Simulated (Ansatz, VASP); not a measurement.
**One calculation of CdS, two programs**

The input INCAR:

```
PREC = Accurate
ENCUT = 520
EDIFF = 1E-8
ISMEAR = -1
SIGMA = 0.01
LREAL = F
LASPH = T
NELM = 100
ALGO = Normal
ISIF = 2
LWAVE = F
LCHARG = F
GGA = PE
LEFG = T
NBANDS = 26
```

The input KPOINTS:

```
regular mesh
0
Gamma
  7 7 4
```

POSCAR

```
CdS
1.0
    4.2174951875      0.0000000000      0.0000000000
   -2.1087475937      3.6524579727      0.0000000000
    0.0000000000      0.0000000000      6.7490000000
Cd S
2 2
Direct
    0.3333333333      0.6666666667      0.0000000000
    0.6666666667      0.3333333333      0.5000000000
    0.3333333333      0.6666666667      0.3850000000
    0.6666666667      0.3333333333      0.8850000000
```

Input for Ansatz:

```yaml
crystal:
  lattice:
    - [4.2174951875, 0.0, 0.0]
    - [-2.1087475937, 3.6524579727, 0.0]
    - [0.0, 0.0, 6.749]
  atoms:
    - { symbol: Cd, position: [0.3333333333, 0.6666666667, 0.0] }
    - { symbol: Cd, position: [0.6666666667, 0.3333333333, 0.5] }
    - { symbol: S, position: [0.3333333333, 0.6666666667, 0.385] }
    - { symbol: S, position: [0.6666666667, 0.3333333333, 0.885] }
kpoints:
  mp_grid: { grid: [7, 7, 4] }
scf:
  occupations: { method: fermi_dirac, width: 0.01 }
hamiltonian:
  xc: pbe
  pseudopotentials: { kind: paw }
output:
  forces: true
  stress: true
  eigenvalues: true
  efg: { contact_densities: true }
```

Change from the starting cell: equal xx and yy strain of +2 %, PAW files.

Alike in both runs: task electric field gradients; functional PBE; k mesh 7 × 7 × 4; occupations fermi-dirac, width 0.01 eV; no spin polarisation.

|  | VASP | Ansatz |
| --- | --- | --- |
| version | VASP 6.6.1 | Ansatz 0.2.0 |
| potentials or method | VASP PAW PBE potentials, release 64 (Cd, S) | PAW with Ansatz's default frozen-core files, scalar-relativistic |
| plane-wave cutoff (eV) | 520 | 420 |
| valence electrons in the cell | 36 | 52 |

|  | VASP | Ansatz | Ansatz less VASP |
| --- | --- | --- | --- |
| gap on the k mesh at the Fermi level (eV) | 1.13 | 1.13 | 0.000 |
| pressure (GPa) | 0.4 | 0.1 | -0.30 |
| traceless stress, the component that is largest in VASP (GPa) | -0.08 | -0.06 | +0.021 |
| rms of the force components (eV/Å) | 0.071 | 0.070 | -0.0014 |
| size of Vzz on the site where it differs most (V/Å²) | 19.0 | 17.5 | -1.47 |

Atom by atom the forces differ by 0.001 eV/Å (rms over components). VASP's potentials hold 36 valence electrons a cell and Ansatz's 52, so a difference there can come from the potentials and not from the codes.
